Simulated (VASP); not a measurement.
Here is a VASP 6.6.1 calculation.

File INCAR:

```
PREC = Accurate ; ENCUT = 520
EDIFF = 1E-6 ; ISMEAR = -1
SIGMA = 0.05 ; LREAL = F
LASPH = T ; NELM = 150
ALGO = Normal ; ISIF = 2
LWAVE = F ; LCHARG = T
ISPIN = 2 ; MAGMOM = 4 -4 0 0
LORBIT = 11 ; LMAXMIX = 4
GGA = PE ; LELF = T
LVHAR = T ; NBANDS = 37
```

File KPOINTS:

```
regular mesh
0
Gamma
  7 9 7
```

The input POSCAR:

```
MnHg
1.0
    0.0000000000      3.3150000000      3.3150000000
    3.3150000000      0.0000000000      0.0000000000
    0.0000000000      3.3150000000     -3.3150000000
Mn Hg
2 2
Direct
    0.5000000000      0.5000000000      0.0000000000
    0.0000000000      0.5000000000      0.5000000000
    0.0000000000      0.0000000000      0.0000000000
    0.5000000000      0.0000000000      0.5000000000
```

Potentials or basis: VASP PAW PBE potentials, release 64 (Mn_pv, Hg).

Run with:

```sh
$ cat potpaw_PBE.64/Mn_pv/POTCAR potpaw_PBE.64/Hg/POTCAR > POTCAR
$ mpirun -np 1 vasp_std > vasp.out
```

Task: Estimate the net moment.

Result: 0.00 μB per cell.

Task: Predict the site moments.

Result: Mn +3.84, -3.84; Hg +0.00 μB.

Stress tensor (GPa, compression positive):
```
1.10 0.00 0.00
0.00 1.90 0.00
0.00 0.00 1.90
```
